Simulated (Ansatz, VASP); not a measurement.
## ZnF2 in VASP and in Ansatz

INCAR

```
SYSTEM = ZnF2
PREC = Accurate
ENCUT = 600
EDIFF = 1E-6
ISMEAR = 0
SIGMA = 0.01
LREAL = .FALSE.
LASPH = .TRUE.
NELM = 120
ALGO = Normal
ISIF = 2
LWAVE = .FALSE.
LCHARG = .TRUE.
GGA = PE
LELF = .TRUE.
LVHAR = .TRUE.
NBANDS = 35
GGA_COMPAT = .FALSE.
```

The input KPOINTS:

```
regular mesh
0
G
  4 4 6
  0 0 0
```

POSCAR

```
ZnF2
1.0
    4.7048000000      0.0000000000      0.0000000000
    0.0000000000      4.7048000000      0.0000000000
    0.0000000000      0.0000000000      3.1338000000
Zn F
2 4
Direct
    0.0000000000      0.0000000000      0.0000000000
    0.5000000000      0.5000000000      0.5000000000
    0.3024000000      0.3024000000      0.0000000000
    0.1976000000      0.8024000000      0.5000000000
    0.6976000000      0.6976000000      0.0000000000
    0.8024000000      0.1976000000      0.5000000000
```

Input for Ansatz:

```yaml
crystal:
  lattice:
    - [4.7048, 0.0, 0.0]
    - [0.0, 4.7048, 0.0]
    - [0.0, 0.0, 3.1338]
  atoms:
    - { symbol: Zn, position: [0.0, 0.0, 0.0] }
    - { symbol: Zn, position: [0.5, 0.5, 0.5] }
    - { symbol: F, position: [0.3024, 0.3024, 0.0] }
    - { symbol: F, position: [0.1976, 0.8024, 0.5] }
    - { symbol: F, position: [0.6976, 0.6976, 0.0] }
    - { symbol: F, position: [0.8024, 0.1976, 0.5] }
basis:
  ecutwfc: 500.0
kpoints:
  mp_grid:
    grid: [4, 4, 6]
hamiltonian:
  xc: pbe
  pseudopotentials:
    kind: paw
scf:
  occupations:
    method: fixed
output:
  stress: true
```

Alike in both runs: task single point; functional PBE; k mesh 4 × 4 × 6; no spin polarisation.

|  | VASP | Ansatz |
| --- | --- | --- |
| version | VASP 6.6.1 | Ansatz 0.2.0 |
| potentials or method | VASP PAW PBE potentials, release 64 (Zn, F), cutoff 600 eV | plane waves, PAW |
| occupations | gaussian, width 0.01 eV | fixed |
| valence electrons in the cell | 52 | 52 |

VASP gave:

- pressure (GPa): 6.5
- traceless stress, the component that is largest in VASP (GPa): 0.52

Q: What did Ansatz give for the same quantities?

A: Pressure (GPa): 5.9; traceless stress, the component that is largest in VASP (GPa): 0.35.
